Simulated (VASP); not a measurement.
Write the native input for VASP 6.6.1 that does the following.

* Task: single point
* Functional: RPBE
* Potentials or basis: VASP PAW PBE potentials, release 64 (Ni)
* Cutoff: 520 eV
* k mesh: 16 × 16 × 9
* Occupations: fermi-dirac, width 0.05 eV
* Spin: collinear spin, ferromagnetic start
* Starting moments: [0.71, 0.71] μB
* Dipole correction: no
* Further INCAR settings: ALGO = Normal; EDIFF = 1e-07; NBANDS = 21

The structure of Ni lies in POSCAR:

```
Ni
1.0
    2.5136489270      0.0000000000      0.0000000000
   -1.2568244635      2.1768838270      0.0000000000
    0.0000000000      0.0000000000      4.1160526146
Ni
2
Direct
    0.3333333333      0.6666666667      0.2500000000
    0.6666666667      0.3333333333      0.7500000000
```

The input as run:

INCAR

```
PREC = Accurate
ENCUT = 520
EDIFF = 1E-7
ISMEAR = -1
SIGMA = 0.05
LREAL = False
LASPH = True
NELM = 150
ALGO = Normal
ISIF = 2
LWAVE = False
LCHARG = True
ISPIN = 2
MAGMOM = 0.71 0.71
LORBIT = 11
LMAXMIX = 4
GGA = RP
LELF = True
LVHAR = True
NBANDS = 21
```

KPOINTS

```
regular mesh
0
Gamma
  16 16 9
```

Potentials or basis: VASP PAW PBE potentials, release 64 (Ni).

Run with:

```bash
$ cat potpaw_PBE.64/Ni/POTCAR > POTCAR
$ mpirun -np 1 vasp_std > vasp.out
```

It gave:

| Item | Value |
| --- | --- |
| Pressure | 0.0 GPa |
| Net moment | 1.29 μB per cell |
| Site moments | Ni +0.66 μB |
| Valence electrons inside the program's atomic spheres | Ni 9.24 |

Caveat: the PAW data sets were made with another functional, which shifts forces and pressure a little.

It took 110 s on 1 thread of Intel Xeon 6975P-C (shared host), peak memory 0.22 GiB.
